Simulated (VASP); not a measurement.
# InP (Fm-3m) in VASP: a series of runs, part 2 of 3

VASP 6.6.1. The steps go on from the part before.

**4. Single point, PBE**

This run uses another cell than the first one, of 23.27 Å³/atom, 1.063 times its volume.

Contents of INCAR:

```
  PREC = Accurate
  ENCUT = 520
  EDIFF = 1E-7
  ISMEAR = -1
  SIGMA = 0.03
  LREAL = F
  LASPH = T
  NELM = 60
  ALGO = Normal
  ISIF = 2
  LWAVE = F
  LCHARG = F
  GGA = PE
  NBANDS = 16
```

Contents of KPOINTS:

```
Automatic mesh
0
Gamma
  11 11 11
```

Contents of POSCAR:

```
InP
1.0
    0.0000000000      2.8550000000      2.8550000000
    2.8550000000      0.0000000000      2.8550000000
    2.8550000000      2.8550000000      0.0000000000
In P
1 1
Direct
    0.0000000000      0.0000000000      0.0000000000
    0.5000000000      0.5000000000      0.5000000000
```

Potentials or basis: VASP PAW PBE potentials, release 64 (In_d, P).

Command:

```bash
cat potpaw_PBE.64/In_d/POTCAR potpaw_PBE.64/P/POTCAR > POTCAR
mpirun -np 1 vasp_std > vasp.out
```

OUTCAR:

```text
PREC = Accurate
   ENCUT = 520
   EDIFF = 1E-7
   ISMEAR = -1
   LREAL = F
   LASPH = T
   NELM = 60
   ISIF = 2
   GGA = PE

 ion  position               nearest neighbor table
   1  0.000  0.000  0.000-   2 2.85   2 2.85   2 2.85   2 2.85   2 2.85   2 2.85
   2  0.500  0.500  0.500-   1 2.85   1 2.85   1 2.85   1 2.85   1 2.85   1 2.85

  LATTYP: Found a face centered cubic cell.
 ALAT       =     5.7100000000

  Lattice vectors:

 A1 = (   0.0000000000,   2.8550000000,   2.8550000000)
 A2 = (   2.8550000000,   0.0000000000,   2.8550000000)
 A3 = (   2.8550000000,   2.8550000000,   0.0000000000)

Analysis of symmetry for initial positions (statically):
=====================================================================
 Subroutine PRICEL returns:
 Original cell was already a primitive cell.

 Routine SETGRP: Setting up the symmetry group for a
 face centered cubic supercell.

 Subroutine GETGRP returns: Found 48 space group operations
 (whereof 48 operations were pure point group operations)
 out of a pool of 48 trial point group operations.

The static configuration has the point symmetry O_h .

Analysis of symmetry for dynamics (positions and initial velocities):
=====================================================================
 Subroutine PRICEL returns:
 Original cell was already a primitive cell.

 Routine SETGRP: Setting up the symmetry group for a
 face centered cubic supercell.

 Subroutine GETGRP returns: Found 48 space group operations
 (whereof 48 operations were pure point group operations)
 out of a pool of 48 trial point group operations.

The dynamic configuration has the point symmetry O_h .

 Subroutine INISYM returns: Found 48 space group operations
 (whereof 48 operations are pure point group operations),
 and found     1 'primitive' translations

----------------------------------------------------------------------------------------

                                     Primitive cell

  volume of cell :      46.5424

  direct lattice vectors                    reciprocal lattice vectors
     0.000000000  2.855000000  2.855000000    -0.175131349  0.175131349  0.175131349
     2.855000000  0.000000000  2.855000000     0.175131349 -0.175131349  0.175131349
     2.855000000  2.855000000  0.000000000     0.175131349  0.175131349 -0.175131349

  length of vectors
     4.037579721  4.037579721  4.037579721     0.303336394  0.303336394  0.303336394

  position of ions in fractional coordinates (direct lattice)
     0.000000000  0.000000000  0.000000000
     0.500000000  0.500000000  0.500000000

  ion indices of the primitive-cell ions
   primitive index   ion index
                 1           1
                 2           2

----------------------------------------------------------------------------------------

 KPOINTS: Automatic mesh

Automatic generation of k-mesh.
 Grid dimensions read from file:
 generate k-points for:   11   11   11

 Generating k-lattice:

  Cartesian coordinates                     Fractional coordinates (reciprocal lattice)
    -0.015921032  0.015921032  0.015921032     0.090909091  0.000000000  0.000000000
     0.015921032 -0.015921032  0.015921032     0.000000000  0.090909091  0.000000000
     0.015921032  0.015921032 -0.015921032     0.000000000  0.000000000  0.090909091

  Length of vectors
     0.027576036  0.027576036  0.027576036

  Shift w.r.t. Gamma in fractional coordinates (k-lattice)
     0.000000000  0.000000000  0.000000000

 Subroutine IBZKPT returns following result:
 ===========================================

 Found     56 irreducible k-points:

 Following reciprocal coordinates:
            Coordinates               Weight
  0.000000  0.000000  0.000000      1.000000
  0.090909  0.000000  0.000000      8.000000
  0.181818  0.000000  0.000000      8.000000
  0.272727  0.000000  0.000000      8.000000
  0.363636  0.000000  0.000000      8.000000
  0.454545  0.000000  0.000000      8.000000
[... 16 lines left out ...]
 -0.272727  0.181818  0.000000     24.000000
 -0.181818  0.181818  0.000000     12.000000
 [... further k-points ...]
   k-points           NKPTS =     56   k-points in BZ     NKDIM =     56   number of bands    NBANDS=     16
   number of dos      NEDOS =    301   number of ions     NIONS =      2
   total plane-waves  NPLWV =  27000
   dimension x,y,z NGX =    30 NGY =   30 NGZ =   30
   dimension x,y,z NGXF=    60 NGYF=   60 NGZF=   60
   ions per type =               1   1
   NGX,Y,Z   is equivalent  to a cutoff of  12.35, 12.35, 12.35 a.u.
   NGXF,Y,Z  is equivalent  to a cutoff of  24.70, 24.70, 24.70 a.u.
 SYSTEM =  unknown system
   PREC   = accura    normal or accurate (medium, high low for compatibility)
   ISTART =      0    job   : 0-new  1-cont  2-samecut
   ICHARG =      2    charge: 1-file 2-atom 10-const
   ISPIN  =      1    spin polarized calculation?
   LNONCOLLINEAR =      F non collinear calculations
   LSORBIT =      F    spin-orbit coupling
   LASPH  =      T    aspherical Exc in radial PAW
   ENCUT  =  520.0 eV  38.22 Ry    6.18 a.u.   7.51  7.51  7.51*2*pi/ulx,y,z
   NELM   =     60;   NELMIN=  2; NELMDL= -5     # of ELM steps
   EDIFF  = 0.1E-06   stopping-criterion for ELM
   LREAL  =      F    real-space projection
   EDIFFG = 0.1E-05   stopping-criterion for IOM
   NSW    =      0    number of steps for IOM
   IBRION =     -1    ionic relax: 0-MD 1-quasi-New 2-CG
   NFREE  =      0    steps in history (QN), initial steepest desc. (CG)
   ISIF   =      2    stress and relaxation
   ISYM   =      2    0-nonsym 1-usesym 2-fastsym
   POTIM  = 0.5000    time-step for ionic-motion
   TEBEG  =    0.0;   TEEND  =   0.0 temperature during run
   PSTRESS=    0.0 pullay stress
   NELECT =      18.0000    total number of electrons
   NUPDOWN=      -1.0000    fix difference up-down
   EMIN   =  10.00;   EMAX   =-10.00  energy-range for DOS
   EFERMI =   0.00;   METHOD = LEGACY
   ISMEAR =    -1;   SIGMA  =   0.03  broadening in eV -4-tet -1-fermi 0-gaus
   EFERMI_NEDOS =   21; number of points for ismear=-14 and -15
   IALGO  =     38    algorithm
   IMIX   =      4    mixing-type and parameters
     AMIX     =   0.40;   BMIX     =  1.00
     AMIX_MAG =   1.60;   BMIX_MAG =  1.00
  volume/ion in A,a.u.               =      23.27       157.04
  Fermi-wavevector in a.u.,A,eV,Ry     =   1.192750  2.253971 19.356375  1.422653
  Thomas-Fermi vector in A             =   2.328781
   LORBIT       =      0    0 simple, 1 ext, 2 COOP (PROOUT), +10 PAW based schemes
   GGA     = PE    functional components
   LHFCALC =     F    Hartree Fock is set to
   AEXX    =    0.0000 exact exchange contribution
   IVDW    =     0    specifies the selected vdW correction
   LEPSILON=     F    determine dielectric tensor
   LRPA    =     F    only Hartree local field effects (RPA)
 non-spin polarized calculation
  energy-cutoff  :      520.00
  volume of cell :       46.54
 maximum number of plane-waves:      1273
 NGX is ok and might be reduce to    30
   NGX = 15   NGY = 15   NGZ = 15

 number of electron      17.9999993 magnetization

 Free energy of the ion-electron system (eV)
  ---------------------------------------------------
  ext. energy  EPLUGINS =         0.00000000
  ---------------------------------------------------
  free energy    TOTEN  =        -7.84742384 eV

  energy without entropy =       -7.84486125  energy(sigma->0) =       -7.84614255

 E-fermi :   5.9398     XC(G=0):  -9.9775

 val. band max:        5.8993578528   @ k =  -0.4545   0.0909   0.0000
 cond. band min:       5.9557982877   @ k =  -0.0909   0.0909   0.0000
 fundamental gap:      0.0564404348
 Fermi energy:         5.9397608593

 k-point     1 :       0.0000    0.0000    0.0000
  band No.  band energies     occupation
      1      -8.1585      2.00000
      2      -8.1585      2.00000
      3      -8.1444      2.00000
      4      -8.1444      2.00000
      5      -8.1444      2.00000
      6      -5.4078      2.00000
[... 8 lines left out ...]
     15      13.8875      0.00000
     16      13.8875      0.00000

 k-point     2 :       0.0909    0.0000    0.0000
  band No.  band energies     occupation
      1      -8.1612      2.00000
      2      -8.1612      2.00000
      3      -8.1443      2.00000
      4      -8.1405      2.00000
      5      -8.1405      2.00000
      6      -5.3159      2.00000
[... 8 lines left out ...]
     15      13.5307      0.00000
     16      13.9794      0.00000
[... 387 lines left out ...]
      5      -8.1033      2.00000
      6      -3.9761      2.00000
[... 8 lines left out ...]
     15      15.8099      0.00000
     16      17.8514      0.00000

 k-point    24 :      -0.1818    0.1818    0.0000
  band No.  band energies     occupation
      1      -8.1892      2.00000
      2      -8.1848      2.00000
      3      -8.1412      2.00000
      4      -8.1182      2.00000
      5      -8.1073      2.00000
      6      -4.4627      2.00000
[... 8 lines left out ...]
     15      15.6413      0.00000
     16      16.7106      0.00000

 [... further k-points ...]
[... 5 lines left out ...]
  --------------------------------------------------------------------------------------
  -------------------------------------------------------------------------------------
  Total       -1.5662997     -1.5662997     -1.5662997     -0.0000000      0.0000000     -0.0000000
  in kB      -53.9184133    -53.9184133    -53.9184133     -0.0000000      0.0000000     -0.0000000
  external PRESSURE =     -53.9184133 kB  Pullay stress =       0.0000000 kB

 VOLUME and BASIS-vectors are now :
 -----------------------------------------------------------------------------
  energy-cutoff  :      520.00
  volume of cell :       46.54
      direct lattice vectors                 reciprocal lattice vectors
     0.000000000  2.855000000  2.855000000    -0.175131349  0.175131349  0.175131349
     2.855000000  0.000000000  2.855000000     0.175131349 -0.175131349  0.175131349
     2.855000000  2.855000000  0.000000000     0.175131349  0.175131349 -0.175131349

 POSITION                                       TOTAL-FORCE (eV/Angst)
 -----------------------------------------------------------------------------------
      0.00000      0.00000      0.00000         0.000000     -0.000000     -0.000000
      2.85500      2.85500      2.85500        -0.000000      0.000000      0.000000
 -----------------------------------------------------------------------------------
    total drift:                               -0.000000      0.000000      0.000000

  FREE ENERGIE OF THE ION-ELECTRON SYSTEM (eV)
  ---------------------------------------------------
  free  energy   TOTEN  =        -7.8474238446 eV

  energy  without entropy=       -7.8448612518  energy(sigma->0) =       -7.84614255
```

OSZICAR:

```text
N       E                     dE             d eps       ncg     rms          rms(c)
DAV:   1     0.108112025185E+03    0.10811E+03   -0.82929E+03  1792   0.128E+03
DAV:   2    -0.124390841937E+01   -0.10936E+03   -0.10455E+03  2024   0.299E+02
DAV:   3    -0.796003214411E+01   -0.67161E+01   -0.66462E+01  2384   0.713E+01
DAV:   4    -0.812436959981E+01   -0.16434E+00   -0.16406E+00  2136   0.117E+01
DAV:   5    -0.813286041144E+01   -0.84908E-02   -0.84906E-02  2744   0.242E+00    0.407E+00
DAV:   6    -0.785167473749E+01    0.28119E+00   -0.53480E-01  2672   0.107E+01    0.230E+00
DAV:   7    -0.784717791434E+01    0.44968E-02   -0.62024E-02  2384   0.180E+00    0.105E+00
DAV:   8    -0.784726770824E+01   -0.89794E-04   -0.50620E-03  2208   0.791E-01    0.930E-02
DAV:   9    -0.784737959732E+01   -0.11189E-03   -0.31096E-04  2656   0.234E-01    0.677E-02
DAV:  10    -0.784741293830E+01   -0.33341E-04   -0.38955E-05  2184   0.514E-02    0.226E-02
DAV:  11    -0.784742350140E+01   -0.10563E-04   -0.98032E-06  2304   0.238E-02    0.557E-03
DAV:  12    -0.784742393682E+01   -0.43542E-06   -0.92414E-07  2288   0.121E-02    0.305E-03
DAV:  13    -0.784742384460E+01    0.92223E-07   -0.50848E-08  1584   0.318E-03
   1 F= -.78474238E+01 E0= -.78461425E+01  d E =-.256259E-02
```

Run time: 26 s. Hardware: 1 thread of Intel Xeon Platinum 8488C (Sapphire Rapids), shared host; peak memory 0.19 GiB.

What came out:

* Free energy: -7.8474 eV
* Pressure: -5.4 GPa
* Band gap on the k mesh: zero (band 9 reaches 6.24 eV, above the bottom of band 10 at 3.95 eV)

Caveat: spin-orbit coupling is left out, which moves the levels of the heavy elements.

**5. Single point, PBE (volume scaled by 1.03)**

Contents of INCAR:

```
PREC = Accurate ; ENCUT = 520
EDIFF = 1E-6 ; ISMEAR = -1
SIGMA = 0.03 ; LREAL = False
LASPH = True ; NELM = 100
ALGO = Normal ; ISIF = 2
LWAVE = False ; LCHARG = True
GGA = PE ; LELF = True
LVHAR = True ; NBANDS = 16
```

Contents of KPOINTS:

```
regular mesh
0
Gamma
  11 11 11
```

Contents of POSCAR:

```
InP
1.0
    0.0000000000      2.8832691652      2.8832691652
    2.8832691652      0.0000000000      2.8832691652
    2.8832691652      2.8832691652      0.0000000000
In P
1 1
Direct
    0.0000000000      0.0000000000      0.0000000000
    0.5000000000      0.5000000000      0.5000000000
```

Command:

```bash
cat potpaw_PBE.64/In_d/POTCAR potpaw_PBE.64/P/POTCAR > POTCAR
mpirun -np 1 vasp_std > vasp.out
```

Run time: 24 s. Hardware: 1 thread of Intel Xeon Platinum 8488C (Sapphire Rapids), shared host; peak memory 0.18 GiB.

Results (log left out):

- Free energy: -7.7953 eV
- Pressure: -6.6 GPa
- Band gap on the k mesh: zero (band 9 reaches 5.91 eV, above the bottom of band 10 at 3.71 eV)

Levels at points of the mesh, in eV from the Fermi level:
| k point | band 5 | band 6 | band 7 | band 8 | band 9 | band 10 | band 11 | band 12 | band 13 | band 14 |
| --- | --- | --- | --- | --- | --- | --- | --- | --- | --- | --- |
| (0.00, 0.00, 0.00) | -14.06 | -11.15 | -0.36 | -0.18 | -0.18 | -0.18 | 7.10 | 7.10 | 7.10 | 7.78 |

Caveat: the cell differs from its parent crystal (volume scaled by 1.03); spin-orbit coupling is left out, which moves the levels of the heavy elements.

(Continued in part 3 of 3.)
